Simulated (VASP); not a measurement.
Here is a VASP 6.6.1 calculation.

Contents of INCAR:

```
SYSTEM = Be3AgS4
PREC = Accurate ; ENCUT = 520
EDIFF = 1E-6 ; ISMEAR = 0
SIGMA = 0.1 ; LREAL = .False.
LASPH = .True. ; NELM = 150
ALGO = Normal ; ISIF = 2
LWAVE = .False. ; LCHARG = .False.
ISPIN = 2 ; MAGMOM = 0 0 0 1 0 0 0 0
LORBIT = 11 ; LMAXMIX = 4
GGA = PE ; NBANDS = 34
```

Contents of KPOINTS:

```
Automatic mesh
0
Gamma
  4 4 4
  0 0 0
```

The input POSCAR:

```
Be3AgS4
1.0
    4.8472294391      0.0000000000      0.0000000000
    0.0000000000      4.8472294391      0.0000000000
    0.0000000000      0.0000000000      4.8472294391
Be Ag S
3 1 4
Direct
    0.0000000000      0.5000000000      0.5000000000
    0.5000000000      0.0000000000      0.5000000000
    0.5000000000      0.5000000000      0.0000000000
    0.5000000000      0.5000000000      0.5000000000
    0.5000000000      0.0000000000      0.0000000000
    0.0000000000      0.5000000000      0.0000000000
    0.0000000000      0.0000000000      0.5000000000
    0.0000000000      0.0000000000      0.0000000000
```

Potentials or basis: VASP PAW PBE potentials, release 64 (Be, Ag, S).

The run is started by

```console
$ cat potpaw_PBE.64/Be/POTCAR potpaw_PBE.64/Ag/POTCAR potpaw_PBE.64/S/POTCAR > POTCAR
$ mpirun -np 1 vasp_std > vasp.out
```

(1) Predict the pressure.

(2) What does it give for the net moment?

Answers

(1) -0.1 GPa.

(2) 0.00 μB per cell.
